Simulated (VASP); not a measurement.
# SrTiO3 (I4/mcm) in VASP: relaxation of cell and atoms with PBEsol

Aim: the relaxation of cell and atoms of SrTiO3 with PBEsol.

Program: VASP 6.6.1. These are calculated values, not measurements. Logs are shortened: lines on timing, memory, paths and dates and some standing lists are left out, and cuts for length are marked.

## (1) The cell of the first run

The structure is tetragonal, space group I4/mcm (No. 140). Conventional cell: a = 5.400 Å, b = 5.400 Å, c = 7.700 Å, α = 90.00°, β = 90.00°, γ = 90.00°. Sr (site symmetry -42m) has 12 O at 2.61 to 2.82 Å and 8 Ti at 3.32 Å within 3.4 Å. Within 2.5 Å of Ti (site symmetry 4/m) lie 6 O at 1.92 to 1.93 Å. O (site symmetry 422) has 2 Ti at 1.93 Å and 4 Sr at 2.70 Å and 8 O at 2.72 Å within 2.8 Å. Within 2.5 Å of O (site symmetry m2m) lie 2 Ti at 1.92 Å.

## (2) Relaxation of cell and atoms, PBEsol

Input file INCAR:

```
SYSTEM = SrTiO3
PREC = Accurate
ENCUT = 600
EDIFF = 1E-6
ISMEAR = 0
SIGMA = 0.01
LREAL = .FALSE.
LASPH = .TRUE.
NELM = 60
ALGO = Normal
ISIF = 3
LWAVE = .FALSE.
LCHARG = .FALSE.
GGA = PS
IBRION = 2
NSW = 80
EDIFFG = -0.003
```

Input file KPOINTS:

```
regular mesh
0
G
  6 6 6
  0 0 0
```

Input file POSCAR:

```
SrTiO3
1.0
   -2.7000000000      2.7000000000      3.8500000000
    2.7000000000     -2.7000000000      3.8500000000
    2.7000000000      2.7000000000     -3.8500000000
Sr Ti O
2 2 6
Direct
    0.7500000000      0.2500000000      0.5000000000
    0.2500000000      0.7500000000      0.5000000000
    0.0000000000      0.0000000000      0.0000000000
    0.5000000000      0.5000000000      0.0000000000
    0.2500000000      0.2500000000      0.0000000000
    0.7500000000      0.7500000000      0.0000000000
    0.7700000000      0.2700000000      0.0400000000
    0.2300000000      0.7300000000      0.9600000000
    0.2700000000      0.2300000000      0.5000000000
    0.7300000000      0.7700000000      0.5000000000
```

Potentials or basis: VASP PAW PBE potentials, release 64 (Sr_sv, Ti_sv, O).

The run is started by

```sh
> cat potpaw_PBE.64/Sr_sv/POTCAR potpaw_PBE.64/Ti_sv/POTCAR potpaw_PBE.64/O/POTCAR > POTCAR
> mpirun -np 1 vasp_std > vasp.out
```

OUTCAR:

```text
SYSTEM = SrTiO3
   PREC = Accurate
   ENCUT = 600
   EDIFF = 1E-6
   ISMEAR = 0
   LREAL = .FALSE.
   LASPH = .TRUE.
   NELM = 60
   ISIF = 3
   GGA = PS
   IBRION = 2
   NSW = 80
   EDIFFG = -0.003

 ion  position               nearest neighbor table
   1  0.750  0.250  0.500-   8 2.61   9 2.61  10 2.61   7 2.61   5 2.70   6 2.70   6 2.70   5 2.70
                             7 2.82   8 2.82   9 2.82  10 2.82   3 3.32   3 3.32   4 3.32   4 3.32
   2  0.250  0.750  0.500-   7 2.61   9 2.61  10 2.61   8 2.61   5 2.70   6 2.70   5 2.70   6 2.70
                             8 2.82   7 2.82  10 2.82   9 2.82   4 3.32   3 3.32   4 3.32   3 3.32
   3  0.000  0.000  0.000-   7 1.92   8 1.92   9 1.92  10 1.92   5 1.93   6 1.93   1 3.32   2 3.32
                             1 3.32   1 3.32   2 3.32   2 3.32   1 3.32   2 3.32
   4  0.500  0.500  0.000-   7 1.92   8 1.92  10 1.92   9 1.92   5 1.93   6 1.93   1 3.32   2 3.32
                             2 3.32   1 3.32   2 3.32   1 3.32   2 3.32   1 3.32
   5  0.250  0.250  0.000-   3 1.93   4 1.93   1 2.70   2 2.70   2 2.70   1 2.70
   6  0.750  0.750  0.000-   3 1.93   4 1.93   1 2.70   2 2.70   1 2.70   2 2.70
   7  0.770  0.270  0.040-   3 1.92   4 1.92   2 2.61   1 2.61   1 2.82   2 2.82
   8  0.230  0.730  0.960-   3 1.92   4 1.92   1 2.61   2 2.61   2 2.82   1 2.82
   9  0.270  0.230  0.500-   4 1.92   3 1.92   1 2.61   2 2.61   2 2.82   1 2.82
  10  0.730  0.770  0.500-   3 1.92   4 1.92   1 2.61   2 2.61   2 2.82   1 2.82

  LATTYP: Found a body centered tetragonal cell.
 ALAT       =     5.4000000000
 C/A-ratio  =     1.4259259259

  Lattice vectors:

 A1 = (  -2.7000000000,   2.7000000000,   3.8500000000)
 A2 = (   2.7000000000,  -2.7000000000,   3.8500000000)
 A3 = (   2.7000000000,   2.7000000000,  -3.8500000000)

Analysis of symmetry for initial positions (statically):
=====================================================================
 Subroutine PRICEL returns:
 Original cell was already a primitive cell.

 Routine SETGRP: Setting up the symmetry group for a
 body centered tetragonal supercell.

 Subroutine GETGRP returns: Found 16 space group operations
 (whereof  8 operations were pure point group operations)
 out of a pool of 16 trial point group operations.

The static configuration has the point symmetry C_4h.
 The point group associated with its full space group is D_4h.

Analysis of symmetry for dynamics (positions and initial velocities):
=====================================================================
 Subroutine PRICEL returns:
 Original cell was already a primitive cell.

 Routine SETGRP: Setting up the symmetry group for a
 body centered tetragonal supercell.

 Subroutine GETGRP returns: Found 16 space group operations
 (whereof  8 operations were pure point group operations)
 out of a pool of 16 trial point group operations.

The dynamic configuration has the point symmetry C_4h.
 The point group associated with its full space group is D_4h.

 Subroutine INISYM returns: Found 16 space group operations
 (whereof  8 operations are pure point group operations),
 and found     1 'primitive' translations

----------------------------------------------------------------------------------------

                                     Primitive cell

  volume of cell :     112.2660

  direct lattice vectors                    reciprocal lattice vectors
    -2.700000000  2.700000000  3.850000000     0.000000000  0.185185185  0.129870130
     2.700000000 -2.700000000  3.850000000     0.185185185  0.000000000  0.129870130
     2.700000000  2.700000000 -3.850000000     0.185185185  0.185185185  0.000000000

  length of vectors
     5.422407215  5.422407215  5.422407215     0.226185330  0.226185330  0.261891400

  position of ions in fractional coordinates (direct lattice)
     0.750000000  0.250000000  0.500000000
     0.250000000  0.750000000  0.500000000
     0.000000000  0.000000000  0.000000000
     0.500000000  0.500000000  0.000000000
     0.250000000  0.250000000  0.000000000
     0.750000000  0.750000000  0.000000000
     0.770000000  0.270000000  0.040000000
     0.230000000  0.730000000  0.960000000
     0.270000000  0.230000000  0.500000000
     0.730000000  0.770000000  0.500000000

  ion indices of the primitive-cell ions
   primitive index   ion index
                 1           1
                 2           2
                 3           3
[... 22 lines left out ...]

  Length of vectors
     0.037697555  0.037697555  0.043648567

  Shift w.r.t. Gamma in fractional coordinates (k-lattice)
     0.000000000  0.000000000  0.000000000

 Subroutine IBZKPT returns following result:
 ===========================================

 Found     30 irreducible k-points:

 Following reciprocal coordinates:
            Coordinates               Weight
  0.000000  0.000000  0.000000      1.000000
  0.166667 -0.000000  0.000000      8.000000
  0.333333  0.000000 -0.000000      8.000000
  0.500000  0.000000 -0.000000      4.000000
  0.166667  0.166667  0.000000      8.000000
  0.333333  0.166667  0.000000     16.000000
[... 16 lines left out ...]
 -0.333333 -0.333333  0.166667      8.000000
 -0.166667 -0.333333  0.166667      8.000000
 [... further k-points ...]
   k-points           NKPTS =     30   k-points in BZ     NKDIM =     30   number of bands    NBANDS=     48
   number of dos      NEDOS =    301   number of ions     NIONS =     10
   total plane-waves  NPLWV = 110592
   dimension x,y,z NGX =    48 NGY =   48 NGZ =   48
   dimension x,y,z NGXF=    96 NGYF=   96 NGZF=   96
   ions per type =               2   2   6
   NGX,Y,Z   is equivalent  to a cutoff of  14.72, 14.72, 14.72 a.u.
   NGXF,Y,Z  is equivalent  to a cutoff of  29.43, 29.43, 29.43 a.u.
 SYSTEM =  SrTiO3
   PREC   = accura    normal or accurate (medium, high low for compatibility)
   ISTART =      0    job   : 0-new  1-cont  2-samecut
   ICHARG =      2    charge: 1-file 2-atom 10-const
   ISPIN  =      1    spin polarized calculation?
   LNONCOLLINEAR =      F non collinear calculations
   LSORBIT =      F    spin-orbit coupling
   LASPH  =      T    aspherical Exc in radial PAW
   ENCUT  =  600.0 eV  44.10 Ry    6.64 a.u.  10.83 10.83 10.83*2*pi/ulx,y,z
   NELM   =     60;   NELMIN=  2; NELMDL= -5     # of ELM steps
   EDIFF  = 0.1E-05   stopping-criterion for ELM
   LREAL  =      F    real-space projection
   EDIFFG = -.3E-02   stopping-criterion for IOM
   NSW    =     80    number of steps for IOM
   IBRION =      2    ionic relax: 0-MD 1-quasi-New 2-CG
   NFREE  =      1    steps in history (QN), initial steepest desc. (CG)
   ISIF   =      3    stress and relaxation
   ISYM   =      2    0-nonsym 1-usesym 2-fastsym
   POTIM  = 0.5000    time-step for ionic-motion
   TEBEG  =    0.0;   TEEND  =   0.0 temperature during run
   PSTRESS=    0.0 pullay stress
   NELECT =      80.0000    total number of electrons
   NUPDOWN=      -1.0000    fix difference up-down
   EMIN   =  10.00;   EMAX   =-10.00  energy-range for DOS
   EFERMI =   0.00;   METHOD = LEGACY
   ISMEAR =     0;   SIGMA  =   0.01  broadening in eV -4-tet -1-fermi 0-gaus
   EFERMI_NEDOS =   21; number of points for ismear=-14 and -15
   IALGO  =     38    algorithm
   IMIX   =      4    mixing-type and parameters
     AMIX     =   0.40;   BMIX     =  1.00
     AMIX_MAG =   1.60;   BMIX_MAG =  1.00
  volume/ion in A,a.u.               =      11.23        75.76
  Fermi-wavevector in a.u.,A,eV,Ry     =   1.462252  2.763255 29.091698  2.138179
  Thomas-Fermi vector in A             =   2.578487
   LORBIT       =      0    0 simple, 1 ext, 2 COOP (PROOUT), +10 PAW based schemes
   GGA     = PS    functional components
   LHFCALC =     F    Hartree Fock is set to
   AEXX    =    0.0000 exact exchange contribution
   IVDW    =     0    specifies the selected vdW correction
   LEPSILON=     F    determine dielectric tensor
   LRPA    =     F    only Hartree local field effects (RPA)
 conjugate gradient relaxation of ions
 non-spin polarized calculation
 Gauss-broadening in eV      SIGMA  =   0.01
  energy-cutoff  :      600.00
  volume of cell :      112.27
 maximum number of plane-waves:      3764
 NGX is ok and might be reduce to    48
   NGX = 21   NGY = 21   NGZ = 21

--------------------------------------- Ionic step        1  -------------------------------------------

 number of electron      79.9999991 magnetization

 Free energy of the ion-electron system (eV)
  ---------------------------------------------------
  ext. energy  EPLUGINS =         0.00000000
  ---------------------------------------------------
  free energy    TOTEN  =       -83.86537228 eV

  energy without entropy =      -83.86537228  energy(sigma->0) =      -83.86537228

------------------------ aborting loop because EDIFF is reached ----------------------------------------

  FORCE on cell =-STRESS in cart. coord.  units (eV):
  Direction    XX          YY          ZZ          XY          YZ          ZX
  --------------------------------------------------------------------------------------
  -------------------------------------------------------------------------------------
  Total        7.4438555      7.4438555      6.6629909      0.0000000      0.0000000      0.0000000
  in kB      106.2332004    106.2332004     95.0892789      0.0000000      0.0000000      0.0000000
  external PRESSURE =     102.5185599 kB  Pullay stress =       0.0000000 kB
[... 113 lines left out ...]
  FREE ENERGIE OF THE ION-ELECTRON SYSTEM (eV)
  ---------------------------------------------------
  free  energy   TOTEN  =       -84.0429057293 eV

  energy  without entropy=      -84.0429057293  energy(sigma->0) =      -84.04290573

[... ionic steps 4 to 21 ...]

--------------------------------------- Ionic step       22  -------------------------------------------

 number of electron      80.0000004 magnetization

------------------------ aborting loop because EDIFF is reached ----------------------------------------
[... 83 lines left out ...]
--------------------------------------- Ionic step       24  -------------------------------------------

 number of electron      80.0000004 magnetization

 Free energy of the ion-electron system (eV)
  ---------------------------------------------------
  ext. energy  EPLUGINS =         0.00000000
  ---------------------------------------------------
  free energy    TOTEN  =       -84.04386032 eV

  energy without entropy =      -84.04386032  energy(sigma->0) =      -84.04386032

 E-fermi :   4.1067     XC(G=0): -11.5918

 val. band max:        3.9920282767   @ k =  -0.1667   0.1667   0.0000
 cond. band min:       5.9149863962   @ k =   0.0000   0.0000   0.0000
 fundamental gap:      1.9229581194
 Fermi energy:         4.1066954255

 k-point     1 :       0.0000    0.0000    0.0000
  band No.  band energies     occupation
      1     -52.1205      2.00000
      2     -52.1156      2.00000
      3     -28.5525      2.00000
      4     -28.5519      2.00000
      5     -28.5519      2.00000
      6     -28.4861      2.00000
[... 1213 lines left out ...]
     47       8.9031      0.00000
     48       9.8967      0.00000

 [... further k-points ...]
[... 5 lines left out ...]
  --------------------------------------------------------------------------------------
  -------------------------------------------------------------------------------------
  Total        0.0136616      0.0136616     -0.0064865      0.0000000      0.0000000      0.0000000
  in kB        0.1855693      0.1855693     -0.0881074      0.0000000      0.0000000      0.0000000
  external PRESSURE =       0.0943437 kB  Pullay stress =       0.0000000 kB
[... 25 lines left out ...]
  FREE ENERGIE OF THE ION-ELECTRON SYSTEM (eV)
  ---------------------------------------------------
  free  energy   TOTEN  =       -84.0438603194 eV

  energy  without entropy=      -84.0438603194  energy(sigma->0) =      -84.04386032

 reached required accuracy - stopping structural energy minimisation
```

It took 25 min on 1 thread of Intel Xeon 6975P-C (Granite Rapids), shared host; peak memory 0.46 GiB.

Results:

- Free energy: -84.0439 eV
- Relaxed volume: 11.80 Å³/atom
- Relaxed cell: a = 5.510 Å, b = 5.510 Å, c = 5.510 Å, α = 120.19°, β = 120.19°, γ = 89.68°
- Space group after relaxing (to 0.1 Å): I4/mcm (No. 140)
- Energy gained by relaxing: 17.8 meV/atom
- Ionic steps: 24
- Pressure after relaxing: 0.0 GPa
- Band gap on the k mesh: 1.92 eV

The path:
| step | energy change (eV) | largest force (eV/Å) | pressure (GPa) | volume (Å³) |
| --- | --- | --- | --- | --- |
| 1 | 0.0000 | 0.0559 | 10.25 | 112.27 |
| 2 | -0.0003 | 0.0165 | -8.59 | 124.35 |
| 3 | -0.1775 | 0.0166 | -0.13 | 118.09 |
| 4 | -0.1775 | 0.0173 | 0.08 | 117.97 |
| 5 | -0.1779 | 0.0141 | 0.08 | 117.96 |
| 6 | -0.1779 | 0.0127 | 0.10 | 117.96 |
| 7 | -0.1779 | 0.0131 | 0.09 | 117.96 |
| 8 | -0.1779 | 0.0121 | -0.01 | 118.07 |
| 9 | -0.1779 | 0.0117 | -0.11 | 118.11 |
| 10 | -0.1779 | 0.0118 | -0.12 | 118.08 |
| 11 | -0.1779 | 0.0123 | -0.08 | 118.07 |
| 12 | -0.1779 | 0.0121 | -0.10 | 118.07 |
| 13 | -0.1779 | 0.0125 | 0.08 | 117.96 |
| 14 | -0.1780 | 0.0124 | 0.04 | 118.00 |
| 15 | -0.1780 | 0.0120 | 0.04 | 118.00 |
| 16 | -0.1781 | 0.0112 | 0.03 | 117.99 |
| 17 | -0.1782 | 0.0099 | 0.03 | 117.98 |
| 18 | -0.1783 | 0.0073 | 0.02 | 117.97 |
| 19 | -0.1784 | 0.0058 | 0.02 | 117.97 |
| 20 | -0.1784 | 0.0042 | -0.01 | 117.98 |
| 21 | -0.1785 | 0.0005 | -0.04 | 118.00 |
| 22 | -0.1785 | 0.0004 | -0.05 | 118.00 |
| 23 | -0.1785 | 0.0001 | -0.02 | 117.97 |
| 24 | -0.1785 | 0.0001 | 0.01 | 117.95 |

Final structure:
```yaml
crystal:
  lattice:
    - [-2.74720, 2.74720, 3.90720]
    - [2.74720, -2.74720, 3.90720]
    - [2.74720, 2.74720, -3.90720]
  atoms:
    - { symbol: Sr, position: [0.75000, 0.25000, 0.50000] }
    - { symbol: Sr, position: [0.25000, 0.75000, 0.50000] }
    - { symbol: Ti, position: [0.00000, 0.00000, 0.00000] }
    - { symbol: Ti, position: [0.50000, 0.50000, 0.00000] }
    - { symbol: O, position: [0.25000, 0.25000, 0.00000] }
    - { symbol: O, position: [0.75000, 0.75000, 0.00000] }
    - { symbol: O, position: [0.77320, 0.27320, 0.04640] }
    - { symbol: O, position: [0.22680, 0.72680, 0.95360] }
    - { symbol: O, position: [0.27320, 0.22680, 0.50000] }
    - { symbol: O, position: [0.72680, 0.77320, 0.50000] }
```

Caveat: the PAW data sets were made with another functional, which shifts forces and pressure a little.
